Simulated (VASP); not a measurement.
# Zr3ZnN2 (Amm2) in VASP: single point with PBE

Aim: the single point of Zr3ZnN2 with PBE.

Everything below comes from runs of VASP 6.6.1. Logs are shortened: lines on timing, memory, paths and dates and some standing lists are left out, and cuts for length are marked.

**1. The cell of the first run**

The structure is orthorhombic, space group Amm2 (No. 38). Conventional cell: a = 3.071 Å, b = 5.566 Å, c = 12.908 Å, α = 90.00°, β = 90.00°, γ = 90.00°. Zr (site symmetry mm2) has 4 N at 2.20 Å and 2 Zn at 2.95 Å and 6 Zr at 3.07 to 3.14 Å within 3.2 Å. Zr (site symmetry mm2) has 4 N at 2.20 Å and 2 Zn at 2.91 Å and 4 Zr at 3.07 to 3.14 Å within 3.2 Å. Zr (site symmetry mm2) has 2 N at 2.29 Å and 2 Zn at 3.05 Å and 4 Zr at 3.07 to 3.10 Å within 3.1 Å. Zn (site symmetry mm2) has 6 Zr at 2.91 to 3.05 Å and 2 Zn at 3.07 Å and 4 N at 3.42 to 3.61 Å within 3.8 Å. N (site symmetry m) has 5 Zr at 2.20 to 2.29 Å and 2 N at 2.68 to 2.88 Å within 2.9 Å.

**2. Single point, PBE**

INCAR

```
SYSTEM = Zr3ZnN2
PREC = Accurate
ENCUT = 520
EDIFF = 1E-6
ISMEAR = 0
SIGMA = 0.1
LREAL = .FALSE.
LASPH = .TRUE.
NELM = 60
ALGO = Normal
ISIF = 2
LWAVE = .FALSE.
LCHARG = .FALSE.
GGA = PE
NBANDS = 38
```

KPOINTS

```
Automatic mesh
0
G
  12 8 8
  0 0 0
```

POSCAR

```
Zr3ZnN2
1.0
    3.0705881342      0.0000000000      0.0000000000
    0.0000000000      2.7832469359      6.4538422010
    0.0000000000     -2.7832469359      6.4538422010
Zr Zn N
3 1 2
Direct
    0.0000000000      0.7912324049      0.7912324049
    0.0000000000      0.1780841124      0.1780841124
    0.5000000000      0.5827759290      0.5827759290
    0.5000000000      0.9862402087      0.9862402087
    0.5000000000      0.4851781558      0.9673682779
    0.5000000000      0.9673682779      0.4851781558
```

Potentials or basis: VASP PAW PBE potentials, release 64 (Zr_sv, Zn, N).

Launch:

```console
$ cat potpaw_PBE.64/Zr_sv/POTCAR potpaw_PBE.64/Zn/POTCAR potpaw_PBE.64/N/POTCAR > POTCAR
$ mpirun -np 1 vasp_std > vasp.out
```

OUTCAR:

```text
SYSTEM = Zr3ZnN2
   PREC = Accurate
   ENCUT = 520
   EDIFF = 1E-6
   ISMEAR = 0
   LREAL = .FALSE.
   LASPH = .TRUE.
   NELM = 60
   ISIF = 2
   GGA = PE

 ion  position               nearest neighbor table
   1  0.000  0.791  0.791-   5 2.20   6 2.20   5 2.20   6 2.20   4 2.95   4 2.95   3 3.10   3 3.10
                             2 3.14   2 3.14
   2  0.000  0.178  0.178-   5 2.20   6 2.20   5 2.20   6 2.20   4 2.91   4 2.91   1 3.14   1 3.14
                             3 3.41   3 3.41   3 3.41   3 3.41
   3  0.500  0.583  0.583-   5 2.29   6 2.29   4 3.05   4 3.05   1 3.10   1 3.10   2 3.41   2 3.41
                             2 3.41   2 3.41
   4  0.500  0.986  0.986-   2 2.91   2 2.91   1 2.95   1 2.95   3 3.05   3 3.05
   5  0.500  0.485  0.967-   2 2.20   2 2.20   1 2.20   1 2.20   3 2.29
   6  0.500  0.967  0.485-   2 2.20   2 2.20   1 2.20   1 2.20   3 2.29

  LATTYP: Found a base centered orthorhombic cell.
 ALAT       =     5.5664938718
 B/A-ratio  =     2.3188176794
 C/A-ratio  =     0.5516197817

  Lattice vectors:

 A1 = (   0.0000000000,   2.7832469359,  -6.4538422010)
 A2 = (   0.0000000000,   2.7832469359,   6.4538422010)
 A3 = (   3.0705881342,   0.0000000000,   0.0000000000)

Analysis of symmetry for initial positions (statically):
=====================================================================
 Subroutine PRICEL returns:
 Original cell was already a primitive cell.

 Routine SETGRP: Setting up the symmetry group for a
 base centered orthorhombic supercell.

 Subroutine GETGRP returns: Found  4 space group operations
 (whereof  4 operations were pure point group operations)
 out of a pool of  8 trial point group operations.

The static configuration has the point symmetry C_2v.

Analysis of symmetry for dynamics (positions and initial velocities):
=====================================================================
 Subroutine PRICEL returns:
 Original cell was already a primitive cell.

 Routine SETGRP: Setting up the symmetry group for a
 base centered orthorhombic supercell.

 Subroutine GETGRP returns: Found  4 space group operations
 (whereof  4 operations were pure point group operations)
 out of a pool of  8 trial point group operations.

The dynamic configuration has the point symmetry C_2v.

 Subroutine INISYM returns: Found  4 space group operations
 (whereof  4 operations are pure point group operations),
 and found     1 'primitive' translations

----------------------------------------------------------------------------------------

                                     Primitive cell

  volume of cell :     110.3117

  direct lattice vectors                    reciprocal lattice vectors
     3.070588134  0.000000000  0.000000000     0.325670509  0.000000000  0.000000000
     0.000000000  2.783246936  6.453842201     0.000000000  0.179646295  0.077473230
     0.000000000 -2.783246936  6.453842201     0.000000000 -0.179646295  0.077473230

  length of vectors
     3.070588134  7.028409682  7.028409682     0.325670509  0.195639701  0.195639701

  position of ions in fractional coordinates (direct lattice)
     0.000000000  0.791232405  0.791232405
     0.000000000  0.178084112  0.178084112
     0.500000000  0.582775929  0.582775929
     0.500000000  0.986240209  0.986240209
     0.500000000  0.485178156  0.967368278
     0.500000000  0.967368278  0.485178156

  ion indices of the primitive-cell ions
   primitive index   ion index
                 1           1
                 2           2
                 3           3
                 4           4
                 5           5
                 6           6

----------------------------------------------------------------------------------------

 KPOINTS: Automatic mesh

Automatic generation of k-mesh.
 Grid dimensions read from file:
 generate k-points for:   12    8    8

 Generating k-lattice:

  Cartesian coordinates                     Fractional coordinates (reciprocal lattice)
     0.027139209  0.000000000  0.000000000     0.083333333  0.000000000  0.000000000
     0.000000000  0.022455787  0.009684154     0.000000000  0.125000000 -0.000000000
     0.000000000 -0.022455787  0.009684154     0.000000000 -0.000000000  0.125000000

  Length of vectors
     0.027139209  0.024454963  0.024454963

  Shift w.r.t. Gamma in fractional coordinates (k-lattice)
     0.000000000  0.000000000  0.000000000

 Subroutine IBZKPT returns following result:
 ===========================================

 Found    147 irreducible k-points:

 Following reciprocal coordinates:
            Coordinates               Weight
  0.000000  0.000000  0.000000      1.000000
  0.083333  0.000000  0.000000      2.000000
  0.166667  0.000000  0.000000      2.000000
  0.250000  0.000000  0.000000      2.000000
  0.333333  0.000000  0.000000      2.000000
  0.416667  0.000000  0.000000      2.000000
[... 16 lines left out ...]
  0.083333  0.375000 -0.000000      8.000000
  0.166667  0.375000 -0.000000      8.000000
 [... further k-points ...]
   k-points           NKPTS =    147   k-points in BZ     NKDIM =    147   number of bands    NBANDS=     38
   number of dos      NEDOS =    301   number of ions     NIONS =      6
   total plane-waves  NPLWV =  69984
   dimension x,y,z NGX =    24 NGY =   54 NGZ =   54
   dimension x,y,z NGXF=    48 NGYF=  108 NGZF=  108
   ions per type =               3   1   2
   NGX,Y,Z   is equivalent  to a cutoff of  12.99, 12.77, 12.77 a.u.
   NGXF,Y,Z  is equivalent  to a cutoff of  25.99, 25.55, 25.55 a.u.
 SYSTEM =  Zr3ZnN2
   PREC   = accura    normal or accurate (medium, high low for compatibility)
   ISTART =      0    job   : 0-new  1-cont  2-samecut
   ICHARG =      2    charge: 1-file 2-atom 10-const
   ISPIN  =      1    spin polarized calculation?
   LNONCOLLINEAR =      F non collinear calculations
   LSORBIT =      F    spin-orbit coupling
   LASPH  =      T    aspherical Exc in radial PAW
   ENCUT  =  520.0 eV  38.22 Ry    6.18 a.u.   5.71 13.07 13.07*2*pi/ulx,y,z
   NELM   =     60;   NELMIN=  2; NELMDL= -5     # of ELM steps
   EDIFF  = 0.1E-05   stopping-criterion for ELM
   LREAL  =      F    real-space projection
   EDIFFG = 0.1E-04   stopping-criterion for IOM
   NSW    =      0    number of steps for IOM
   IBRION =     -1    ionic relax: 0-MD 1-quasi-New 2-CG
   NFREE  =      0    steps in history (QN), initial steepest desc. (CG)
   ISIF   =      2    stress and relaxation
   ISYM   =      2    0-nonsym 1-usesym 2-fastsym
   POTIM  = 0.5000    time-step for ionic-motion
   TEBEG  =    0.0;   TEEND  =   0.0 temperature during run
   PSTRESS=    0.0 pullay stress
   NELECT =      58.0000    total number of electrons
   NUPDOWN=      -1.0000    fix difference up-down
   EMIN   =  10.00;   EMAX   =-10.00  energy-range for DOS
   EFERMI =   0.00;   METHOD = LEGACY
   ISMEAR =     0;   SIGMA  =   0.10  broadening in eV -4-tet -1-fermi 0-gaus
   EFERMI_NEDOS =   21; number of points for ismear=-14 and -15
   IALGO  =     38    algorithm
   IMIX   =      4    mixing-type and parameters
     AMIX     =   0.40;   BMIX     =  1.00
     AMIX_MAG =   1.60;   BMIX_MAG =  1.00
  volume/ion in A,a.u.               =      18.39       124.07
  Fermi-wavevector in a.u.,A,eV,Ry     =   1.321327  2.496946 23.754477  1.745905
  Thomas-Fermi vector in A             =   2.451089
   LORBIT       =      0    0 simple, 1 ext, 2 COOP (PROOUT), +10 PAW based schemes
   GGA     = PE    functional components
   LHFCALC =     F    Hartree Fock is set to
   AEXX    =    0.0000 exact exchange contribution
   IVDW    =     0    specifies the selected vdW correction
   LEPSILON=     F    determine dielectric tensor
   LRPA    =     F    only Hartree local field effects (RPA)
 non-spin polarized calculation
 Gauss-broadening in eV      SIGMA  =   0.10
  energy-cutoff  :      520.00
  volume of cell :      110.31
 maximum number of plane-waves:      2988
 NGX is ok and might be reduce to    24
   NGX = 11   NGY = 27   NGZ = 27

 number of electron      57.9999987 magnetization

 Free energy of the ion-electron system (eV)
  ---------------------------------------------------
  ext. energy  EPLUGINS =         0.00000000
  ---------------------------------------------------
  free energy    TOTEN  =       -48.50544738 eV

  energy without entropy =      -48.48972718  energy(sigma->0) =      -48.49758728

 E-fermi :   6.3592     XC(G=0): -10.4198

 val. band max:        6.3467775106   @ k =   0.3333   0.5000   0.2500
 cond. band min:       6.3612305473   @ k =   0.0000  -0.1250   0.1250
 fundamental gap:      0.0144530367
 Fermi energy:         6.3591529577

 k-point     1 :       0.0000    0.0000    0.0000
  band No.  band energies     occupation
      1     -42.6123      2.00000
      2     -42.5052      2.00000
      3     -42.4380      2.00000
      4     -21.1677      2.00000
      5     -21.0591      2.00000
      6     -20.6495      2.00000
[... 30 lines left out ...]
     37      10.4093      0.00000
     38      10.4404      0.00000

 k-point     2 :       0.0833    0.0000    0.0000
  band No.  band energies     occupation
      1     -42.6060      2.00000
      2     -42.5004      2.00000
      3     -42.4327      2.00000
      4     -21.1485      2.00000
      5     -21.0506      2.00000
      6     -20.6428      2.00000
[... 30 lines left out ...]
     37      10.4267      0.00000
     38      10.5212      0.00000

 k-point     3 :       0.1667    0.0000    0.0000
  band No.  band energies     occupation
      1     -42.5888      2.00000
      2     -42.4873      2.00000
      3     -42.4179      2.00000
      4     -21.0944      2.00000
      5     -21.0337      2.00000
      6     -20.6255      2.00000
[... 30 lines left out ...]
     37      10.3355      0.00000
[... 781 lines left out ...]
 k-point    23 :       0.0833    0.3750   -0.0000
  band No.  band energies     occupation
      1     -42.5977      2.00000
      2     -42.4978      2.00000
      3     -42.4439      2.00000
      4     -21.1782      2.00000
      5     -20.8875      2.00000
      6     -20.7311      2.00000
[... 30 lines left out ...]
     37      10.0943      0.00000
     38      10.2773      0.00000

 k-point    24 :       0.1667    0.3750   -0.0000
  band No.  band energies     occupation
      1     -42.5819      2.00000
      2     -42.4826      2.00000
      3     -42.4298      2.00000
      4     -21.1406      2.00000
      5     -20.8625      2.00000
      6     -20.7130      2.00000
[... 30 lines left out ...]
     37      10.1332      0.00000
     38      10.3844      0.00000

 [... further k-points ...]

------------------------ aborting loop because EDIFF is reached ----------------------------------------

  FORCE on cell =-STRESS in cart. coord.  units (eV):
  Direction    XX          YY          ZZ          XY          YZ          ZX
  --------------------------------------------------------------------------------------
  -------------------------------------------------------------------------------------
  Total        0.1099851      0.1285243      0.0753879      0.0000000      0.0000000      0.0000000
  in kB        1.5974341      1.8666991      1.0949408      0.0000000      0.0000000      0.0000000
  external PRESSURE =       1.5196913 kB  Pullay stress =       0.0000000 kB

 VOLUME and BASIS-vectors are now :
 -----------------------------------------------------------------------------
  energy-cutoff  :      520.00
  volume of cell :      110.31
      direct lattice vectors                 reciprocal lattice vectors
     3.070588134  0.000000000  0.000000000     0.325670509  0.000000000  0.000000000
     0.000000000  2.783246936  6.453842201     0.000000000  0.179646295  0.077473230
     0.000000000 -2.783246936  6.453842201     0.000000000 -0.179646295  0.077473230

 POSITION                                       TOTAL-FORCE (eV/Angst)
 -----------------------------------------------------------------------------------
      0.00000      0.00000     10.21298         0.000000      0.000000      0.027809
      0.00000      0.00000      2.29865         0.000000      0.000000     -0.013053
      1.53529      0.00000      7.52229         0.000000      0.000000     -0.012982
      1.53529      0.00000     12.73008         0.000000      0.000000     -0.001382
      1.53529     -1.34205      9.37451         0.000000      0.002811     -0.000196
      1.53529      1.34205      9.37451         0.000000     -0.002811     -0.000196
 -----------------------------------------------------------------------------------
    total drift:                                0.000000      0.000000     -0.000398

  FREE ENERGIE OF THE ION-ELECTRON SYSTEM (eV)
  ---------------------------------------------------
  free  energy   TOTEN  =       -48.5054473836 eV

  energy  without entropy=      -48.4897271784  energy(sigma->0) =      -48.49758728
```

Run time: 9 min. Hardware: 1 thread of Intel Xeon Platinum 8559C (Emerald Rapids), shared host; peak memory 0.65 GiB.

What came out:

| Property | Result |
| --- | --- |
| Free energy | -48.5054 eV |
| Pressure | 0.2 GPa |
| Largest force | 0.028 eV/Å |
| Band gap on the k mesh | zero (bands 29 and 30 overlap by 1.01 eV) |

Forces on the atoms (eV/Å):
```
Zr   0.000  0.000  0.028
Zr   0.000  0.000 -0.013
Zr   0.000  0.000 -0.013
Zn   0.000  0.000 -0.001
N    0.000  0.003  0.000
N    0.000 -0.003  0.000
```
